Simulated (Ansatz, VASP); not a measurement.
**SnO2 in VASP and in Ansatz**

Contents of INCAR:

```
PREC     = Accurate       # precision mode
ENCUT    = 520            # plane-wave cutoff, eV
EDIFF    = 1E-6           # SCF threshold, eV
ISMEAR   = 0              # smearing method
SIGMA    = 0.05           # smearing width, eV
LREAL    = False          # projectors in reciprocal space
LASPH    = True           # aspherical terms in the spheres
NELM     = 60             # most SCF steps
ALGO     = Normal         # electronic algorithm
ISIF     = 2              # what is computed and relaxed
LWAVE    = False          # write WAVECAR
LCHARG   = False          # write CHGCAR
GGA      = PE             # functional
NBANDS   = 35             # bands
```

KPOINTS

```
regular mesh
0
Gamma
  6 6 8
```

File POSCAR:

```
SnO2
1.0
    4.8277932898      0.0000000000      0.0000000000
    0.0000000000      4.8278069739      0.0000000000
    0.0000000000      0.0000000000      3.2379014683
Sn O
2 4
Direct
    0.4960558874      0.4949176847      0.5000000000
    0.0039507310     -0.0050874579      0.0000000000
    0.2662086483      0.3501097766      0.0000000000
    0.7976961473      0.1876192618      0.5000000000
    0.2337667978      0.8500893002      0.5000000000
    0.7022792988      0.6876397382      0.0000000000
```

Input for Ansatz:

```yaml
crystal:
  lattice:
    - [4.8277932898, 0.0, 0.0]
    - [0.0, 4.8278069739, 0.0]
    - [0.0, 0.0, 3.2379014683]
  atoms:
    - { symbol: Sn, position: [0.4960558874, 0.4949176847, 0.5] }
    - { symbol: Sn, position: [0.003950731, -0.0050874579, 0.0] }
    - { symbol: O, position: [0.2662086483, 0.3501097766, 0.0] }
    - { symbol: O, position: [0.7976961473, 0.1876192618, 0.5] }
    - { symbol: O, position: [0.2337667978, 0.8500893002, 0.5] }
    - { symbol: O, position: [0.7022792988, 0.6876397382, 0.0] }
basis:
  ecutwfc: 520.0
kpoints:
  mp_grid: { grid: [6, 6, 8] }
hamiltonian:
  xc: pbe
  pseudopotentials: { kind: paw, azcp: { folder: soft_1 } }
scf:
  occupations: { method: gaussian, width: 0.05 }
output:
  forces: true
  stress: true
  eigenvalues: true
```

Change from the starting cell: mode 4 frozen in at -0.168 Å and mode 7 at -0.119 Å (largest displacements).

Alike in both runs: task single point; functional PBE; k mesh 6 × 6 × 8; occupations gaussian, width 0.05 eV; no spin polarisation.

|  | VASP | Ansatz |
| --- | --- | --- |
| version | VASP 6.6.1 | Ansatz 0.2.0 |
| potentials or method | VASP PAW PBE potentials, release 64 (Sn_d, O), cutoff 520 eV | scalar-relativistic, plane waves, PAW |
| valence electrons in the cell | 52 | 52 |

Ansatz gave:

| Property | Result |
| --- | --- |
| gap on the k mesh at the Fermi level (eV) | 0.91 |
| least direct gap on the mesh (eV) | 0.91 |
| pressure (GPa) | -1.4 |
| traceless stress, the component that is largest in VASP (GPa) | -0.62 |
| rms of the force components (eV/Å) | 0.242 |

Question: What did VASP give for the same quantities?

Answer: gap on the k mesh at the Fermi level (eV): 0.89; least direct gap on the mesh (eV): 0.90; pressure (GPa): -0.8; traceless stress, the component that is largest in VASP (GPa): -0.70; rms of the force components (eV/Å): 0.240.

Atom by atom the forces differ by 0.010 eV/Å (rms over components).
